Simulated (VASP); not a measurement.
# CH in VASP: single point with PBE

Aim: the single point of CH with PBE.

All numbers are computed with VASP 6.6.1; they aren't measurements. Logs are shortened: lines on timing, memory, paths and dates and some standing lists are left out, and cuts for length are marked.

## 1. The cell of the first run

The cell holds a cluster in a box, 2 atoms: a = 10.000 Å, b = 10.000 Å, c = 10.000 Å, α = 90.00°, β = 90.00°, γ = 90.00°.

## 2. Single point, PBE, collinear spin, ferromagnetic start

Contents of INCAR:

```
SYSTEM = HC
  PREC = Accurate
  ENCUT = 520
  EDIFF = 1E-6
  ISMEAR = -1
  SIGMA = 0.05
  LREAL = .FALSE.
  LASPH = .TRUE.
  NELM = 200
  ALGO = Normal
  ISIF = 2
  LWAVE = .FALSE.
  LCHARG = .TRUE.
  ISPIN = 2
  MAGMOM = 1 0
  LORBIT = 11
  GGA = PE
  LELF = .TRUE.
  LVHAR = .TRUE.
  NBANDS = 14
  GGA_COMPAT = .FALSE.
```

Contents of KPOINTS:

```
regular mesh
0
G
  1 1 1
  0 0 0
```

Contents of POSCAR:

```
HC
1.0
   10.0000000000      0.0000000000      0.0000000000
    0.0000000000     10.0000000000      0.0000000000
    0.0000000000      0.0000000000     10.0000000000
C H
1 1
Direct
    0.0000000000      0.0000000000      0.0000000000
    0.0000000000      0.0000000000      0.1130000000
```

Potentials or basis: VASP PAW PBE potentials, release 64 (C, H).

The run is started by

```sh
> cat potpaw_PBE.64/C/POTCAR potpaw_PBE.64/H/POTCAR > POTCAR
> mpirun -np 1 vasp_gam > vasp.out
```

OUTCAR:

```text
SYSTEM = HC
   PREC = Accurate
   ENCUT = 520
   EDIFF = 1E-6
   ISMEAR = -1
   LREAL = .FALSE.
   LASPH = .TRUE.
   NELM = 200
   ISIF = 2
   ISPIN = 2
   LORBIT = 11
   GGA = PE

 ion  position               nearest neighbor table
   1  0.000  0.000  0.000-   2 1.13
   2  0.000  0.000  0.113-   1 1.13

  LATTYP: Found a simple cubic cell.
 ALAT       =    10.0000000000

  Lattice vectors:

 A1 = (  10.0000000000,   0.0000000000,   0.0000000000)
 A2 = (   0.0000000000,  10.0000000000,   0.0000000000)
 A3 = (   0.0000000000,   0.0000000000,  10.0000000000)

Analysis of symmetry for initial positions (statically):
=====================================================================
 Subroutine PRICEL returns:
 Original cell was already a primitive cell.

 Routine SETGRP: Setting up the symmetry group for a
 simple cubic supercell.

 Subroutine GETGRP returns: Found  8 space group operations
 (whereof  8 operations were pure point group operations)
 out of a pool of 48 trial point group operations.

The static configuration has the point symmetry C_4v.

Analysis of symmetry for dynamics (positions and initial velocities):
=====================================================================
 Subroutine PRICEL returns:
 Original cell was already a primitive cell.

 Routine SETGRP: Setting up the symmetry group for a
 simple cubic supercell.

 Subroutine GETGRP returns: Found  8 space group operations
 (whereof  8 operations were pure point group operations)
 out of a pool of 48 trial point group operations.

The dynamic configuration has the point symmetry C_4v.

Analysis of structural, dynamic, and magnetic symmetry:
=====================================================================
 Subroutine PRICEL returns:
 Original cell was already a primitive cell.

 Routine SETGRP: Setting up the symmetry group for a
 simple cubic supercell.

 Subroutine GETGRP returns: Found  8 space group operations
 (whereof  8 operations were pure point group operations)
 out of a pool of 48 trial point group operations.

The overall configuration has the point symmetry C_4v.

 Subroutine INISYM returns: Found  8 space group operations
 (whereof  8 operations are pure point group operations),
 and found     1 'primitive' translations

----------------------------------------------------------------------------------------

                                     Primitive cell

  volume of cell :    1000.0000

  direct lattice vectors                    reciprocal lattice vectors
    10.000000000  0.000000000  0.000000000     0.100000000  0.000000000  0.000000000
     0.000000000 10.000000000  0.000000000     0.000000000  0.100000000  0.000000000
     0.000000000  0.000000000 10.000000000     0.000000000  0.000000000  0.100000000

  length of vectors
    10.000000000 10.000000000 10.000000000     0.100000000  0.100000000  0.100000000

  position of ions in fractional coordinates (direct lattice)
     0.000000000  0.000000000  0.000000000
     0.000000000  0.000000000  0.113000000

  ion indices of the primitive-cell ions
   primitive index   ion index
                 1           1
                 2           2

----------------------------------------------------------------------------------------

 KPOINTS: regular mesh

Automatic generation of k-mesh.
 Grid dimensions read from file:
 generate k-points for:    1    1    1

 Generating k-lattice:

  Cartesian coordinates                     Fractional coordinates (reciprocal lattice)
     0.100000000  0.000000000  0.000000000     1.000000000  0.000000000  0.000000000
     0.000000000  0.100000000  0.000000000     0.000000000  1.000000000  0.000000000
     0.000000000  0.000000000  0.100000000     0.000000000  0.000000000  1.000000000

  Length of vectors
     0.100000000  0.100000000  0.100000000

  Shift w.r.t. Gamma in fractional coordinates (k-lattice)
     0.000000000  0.000000000  0.000000000

 Subroutine IBZKPT returns following result:
 ===========================================

 Found      1 irreducible k-points:

 Following reciprocal coordinates:
            Coordinates               Weight
  0.000000  0.000000  0.000000      1.000000
   k-points           NKPTS =      1   k-points in BZ     NKDIM =      1   number of bands    NBANDS=     14
   number of dos      NEDOS =    301   number of ions     NIONS =      2
   total plane-waves  NPLWV = 512000
   dimension x,y,z NGX =    80 NGY =   80 NGZ =   80
   dimension x,y,z NGXF=   160 NGYF=  160 NGZF=  160
   ions per type =               1   1
   NGX,Y,Z   is equivalent  to a cutoff of  13.30, 13.30, 13.30 a.u.
   NGXF,Y,Z  is equivalent  to a cutoff of  26.60, 26.60, 26.60 a.u.
 SYSTEM =  HC
   PREC   = accura    normal or accurate (medium, high low for compatibility)
   ISTART =      0    job   : 0-new  1-cont  2-samecut
   ICHARG =      2    charge: 1-file 2-atom 10-const
   ISPIN  =      2    spin polarized calculation?
   LNONCOLLINEAR =      F non collinear calculations
   LSORBIT =      F    spin-orbit coupling
   LASPH  =      T    aspherical Exc in radial PAW
   ENCUT  =  520.0 eV  38.22 Ry    6.18 a.u.  18.59 18.59 18.59*2*pi/ulx,y,z
   NELM   =    200;   NELMIN=  2; NELMDL= -5     # of ELM steps
   EDIFF  = 0.1E-05   stopping-criterion for ELM
   LREAL  =      F    real-space projection
   EDIFFG = 0.1E-04   stopping-criterion for IOM
   NSW    =      0    number of steps for IOM
   IBRION =     -1    ionic relax: 0-MD 1-quasi-New 2-CG
   NFREE  =      0    steps in history (QN), initial steepest desc. (CG)
   ISIF   =      2    stress and relaxation
   ISYM   =      2    0-nonsym 1-usesym 2-fastsym
   POTIM  = 0.5000    time-step for ionic-motion
   TEBEG  =    0.0;   TEEND  =   0.0 temperature during run
   PSTRESS=    0.0 pullay stress
   NELECT =       5.0000    total number of electrons
   NUPDOWN=      -1.0000    fix difference up-down
   EMIN   =  10.00;   EMAX   =-10.00  energy-range for DOS
   EFERMI =   0.00;   METHOD = LEGACY
   ISMEAR =    -1;   SIGMA  =   0.05  broadening in eV -4-tet -1-fermi 0-gaus
   EFERMI_NEDOS =   21; number of points for ismear=-14 and -15
   IALGO  =     38    algorithm
   IMIX   =      4    mixing-type and parameters
     AMIX     =   0.40;   BMIX     =  1.00
     AMIX_MAG =   1.60;   BMIX_MAG =  1.00
  volume/ion in A,a.u.               =     500.00      3374.17
  Fermi-wavevector in a.u.,A,eV,Ry     =   0.279940  0.529010  1.066239  0.078366
  Thomas-Fermi vector in A             =   1.128201
   LORBIT       =     11    0 simple, 1 ext, 2 COOP (PROOUT), +10 PAW based schemes
   GGA     = PE    functional components
   LHFCALC =     F    Hartree Fock is set to
   AEXX    =    0.0000 exact exchange contribution
   IVDW    =     0    specifies the selected vdW correction
   LEPSILON=     F    determine dielectric tensor
   LRPA    =     F    only Hartree local field effects (RPA)
 spin polarized calculation
  energy-cutoff  :      520.00
  volume of cell :     1000.00
 maximum number of plane-waves:     13481
 NGX is ok and might be reduce to    80
   NGX = 37   NGY = 37   NGZ = 37

 number of electron       5.0000001 magnetization       1.0000000

 Free energy of the ion-electron system (eV)
  ---------------------------------------------------
  ext. energy  EPLUGINS =         0.00000000
  ---------------------------------------------------
  free energy    TOTEN  =        -6.10727370 eV

  energy without entropy =       -6.03795898  energy(sigma->0) =       -6.07261634

 E-fermi :  -5.7525     XC(G=0):  -0.6046

 val. band max:       -5.7525199794   @ k =   0.0000   0.0000   0.0000
 cond. band min:      -3.9744858858   @ k =   0.0000   0.0000   0.0000
 fundamental gap:      1.7780340935
 Fermi energy:        -5.7525199794

 spin component 1

 k-point     1 :       0.0000    0.0000    0.0000
  band No.  band energies     occupation
      1     -16.1123      1.00000
      2      -7.6131      1.00000
      3      -5.7525      0.50000
      4      -5.7525      0.50000
      5      -0.5891      0.00000
      6       0.7513      0.00000
      7       1.0355      0.00000
      8       1.0355      0.00000
      9       1.1834      0.00000
     10       1.1936      0.00000
     11       1.2339      0.00000
     12       2.3000      0.00000
     13       2.3001      0.00000
     14       2.3462      0.00000
 Fermi energy:        -5.7525199794

 spin component 2

 k-point     1 :       0.0000    0.0000    0.0000
  band No.  band energies     occupation
      1     -14.9665      1.00000
      2      -7.0899      1.00000
      3      -3.9745      0.00000
      4      -3.9745      0.00000
      5      -0.3591      0.00000
      6       0.8639      0.00000
      7       1.3106      0.00000
      8       1.3298      0.00000
      9       1.3298      0.00000
     10       1.3755      0.00000
     11       1.3930      0.00000
     12       2.4377      0.00000
     13       2.4752      0.00000
     14       2.4752      0.00000

------------------------ aborting loop because EDIFF is reached ----------------------------------------

  FORCE on cell =-STRESS in cart. coord.  units (eV):
  Direction    XX          YY          ZZ          XY          YZ          ZX
  --------------------------------------------------------------------------------------
  -------------------------------------------------------------------------------------
  Total       -0.0192107     -0.0192107      0.1805170      0.0000000      0.0000000      0.0000000
  in kB       -0.0307790     -0.0307790      0.2892203      0.0000000      0.0000000      0.0000000
  external PRESSURE =       0.0758874 kB  Pullay stress =       0.0000000 kB

 VOLUME and BASIS-vectors are now :
 -----------------------------------------------------------------------------
  energy-cutoff  :      520.00
  volume of cell :     1000.00
      direct lattice vectors                 reciprocal lattice vectors
    10.000000000  0.000000000  0.000000000     0.100000000  0.000000000  0.000000000
     0.000000000 10.000000000  0.000000000     0.000000000  0.100000000  0.000000000
     0.000000000  0.000000000 10.000000000     0.000000000  0.000000000  0.100000000

 POSITION                                       TOTAL-FORCE (eV/Angst)
 -----------------------------------------------------------------------------------
      0.00000      0.00000      0.00000        -0.000000      0.000000     -0.186906
      0.00000      0.00000      1.13000         0.000000     -0.000000      0.186906
 -----------------------------------------------------------------------------------
    total drift:                               -0.000000     -0.000000      0.000053

  FREE ENERGIE OF THE ION-ELECTRON SYSTEM (eV)
  ---------------------------------------------------
  free  energy   TOTEN  =        -6.1072737003 eV

  energy  without entropy=       -6.0379589822  energy(sigma->0) =       -6.07261634

 total charge

# of ion       s       p       d       tot
------------------------------------------
    1        1.013   1.111   0.000   2.124
    2        0.632   0.041   0.000   0.673
--------------------------------------------------
tot          1.645   1.152   0.000   2.797

 magnetization (x)

# of ion       s       p       d       tot
------------------------------------------
    1        0.026   0.463   0.000   0.489
    2       -0.012   0.007   0.000  -0.004
--------------------------------------------------
tot          0.014   0.470   0.000   0.484
```

It took 1.8 min on 1 thread of AMD EPYC 7R13 (Zen 3), shared host; peak memory 1.3 GiB.

Results:

```
Free energy                                           : -6.1073 eV
Largest force                                         : 0.187 eV/Å
Gap between the frontier levels                       : zero (filled and empty bands touch)
Net moment                                            : 1.00 μB per cell
Site moments                                          : C +0.49; H -0.00 μB
Valence electrons inside the program's atomic spheres : C 2.12; H 0.67
```

Forces on the atoms (eV/Å):
```
C    0.000  0.000 -0.187
H    0.000  0.000  0.187
```
